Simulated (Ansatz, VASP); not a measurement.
GaAs: VASP beside Ansatz

```
CELL_PARAMETERS angstrom
0.00000 2.74809 2.74809
2.74809 0.00000 2.74809
2.74809 2.74809 0.00000
ATOMIC_POSITIONS crystal
Ga 0.00000 0.00000 0.00000
As 0.25000 0.25000 0.25000
```

Change from the starting cell: hydrostatic strain -3.0%.

Alike in both runs: task single point; functional r2SCAN; k mesh 8 × 8 × 8; no spin polarisation.

|  | VASP | Ansatz |
| --- | --- | --- |
| version | VASP 6.6.1 | Ansatz 0.2.0 |
| potentials or method | VASP PAW PBE potentials, release 64 (Ga_d, As) | plane waves, PAW |
| plane-wave cutoff (eV) | 520 | 500 |
| occupations | gaussian, width 0.01 eV | fixed |
| valence electrons in the cell | 18 | 28 |

```tsv
	VASP	Ansatz	Ansatz less VASP
gap on the k mesh at the Fermi level (eV)	1.59	1.60	+0.009
pressure (GPa)	8.3	8.2	-0.15
```

VASP's potentials were made for PBE, not for r2SCAN. VASP's potentials hold 18 valence electrons a cell and Ansatz's 28, so a difference there can come from the potentials and not from the codes.
